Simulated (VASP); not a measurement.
A run of VASP 6.6.1 is set up as follows.

INCAR

```
SYSTEM = C
ALGO = Normal
EDIFF = 1E-7
EDIFFG = -0.03
ENCUT = 600
GGA = CA
IBRION = 2
ISIF = 3
ISMEAR = 1
LASPH = .True.
LCHARG = .False.
LREAL = .False.
LWAVE = .False.
NELM = 100
NSW = 80
PREC = Accurate
PSTRESS = 300.0
SIGMA = 0.05
```

File KPOINTS:

```
k-points
0
Gamma
  12 12 12
  0 0 0
```

Contents of POSCAR:

```
C
1.0
    1.9500000000      0.0000000000      0.0000000000
    0.0000000000      1.9500000000      0.0000000000
    0.0000000000      0.0000000000      1.9500000000
C
1
Direct
    0.0000000000      0.0000000000      0.0000000000
```

Potentials or basis: VASP PAW LDA potentials, release 64 (C).

Command:

```console
$ cat potpaw_LDA.64/C/POTCAR > POTCAR
$ mpirun -np 1 vasp_std > vasp.out
```

Question: What does it give for the relaxed volume?

Answer: 4.97 Å³/atom.

Question: Estimate the space group after relaxing (to 0.05 Å).

Answer: Pm-3m (No. 221).

Question: What does it give for the band gap on the k mesh?

Answer: Zero (band 2 reaches 22.97 eV, above the bottom of band 3 at 10.99 eV).

The path:
| step | energy change (eV) | largest force (eV/Å) | pressure (GPa) | volume (Å³) |
| --- | --- | --- | --- | --- |
| 1 | 0.0000 | 0.0000 | -60.70 | 7.41 |
| 2 | 0.4074 | 0.0000 | 249.59 | 3.76 |
| 3 | -0.4681 | 0.0000 | 22.50 | 5.05 |
| 4 | -0.4583 | 0.0000 | 28.30 | 4.99 |
| 5 | -0.4504 | 0.0000 | 32.12 | 4.95 |
| 6 | -0.4586 | 0.0000 | 28.13 | 4.99 |
| 7 | -0.4548 | 0.0000 | 30.01 | 4.97 |

Caveat: the cell is relaxed towards a set pressure, so the enthalpy falls and the energy may rise; the volume moved by over 15 % at a fixed basis, so the end points are rough.
